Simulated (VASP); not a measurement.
Input of a VASP 6.6.1 run:

Contents of INCAR:

```
SYSTEM = NaI
PREC = Accurate
ENCUT = 520
EDIFF = 1E-6
ISMEAR = 0
SIGMA = 0.01
LREAL = .FALSE.
LASPH = .TRUE.
NELM = 80
ALGO = Normal
ISIF = 2
LWAVE = .FALSE.
LCHARG = .FALSE.
GGA = PE
NBANDS = 14
```

Contents of KPOINTS:

```
regular mesh
0
G
  6 6 6
  0 0 0
```

The input POSCAR:

```
NaI
1.0
    0.0000000000      3.2623459355      3.2623459355
    3.2623459355      0.0000000000      3.2623459355
    3.2623459355      3.2623459355      0.0000000000
Na I
1 1
Direct
    0.0000000000      0.0000000000      0.0000000000
    0.5000000000      0.5000000000      0.5000000000
```

Potentials or basis: VASP PAW PBE potentials, release 64 (Na_pv, I).

Launch:

```sh
$ cat potpaw_PBE.64/Na_pv/POTCAR potpaw_PBE.64/I/POTCAR > POTCAR
$ mpirun -np 1 vasp_std > vasp.out
```

Task: Predict the band gap on the k mesh.

Result: 3.58 eV.

Task: What does it give for the pressure?

Result: 0.1 GPa.

Caveat: spin-orbit coupling is left out, which moves the levels of the heavy elements.
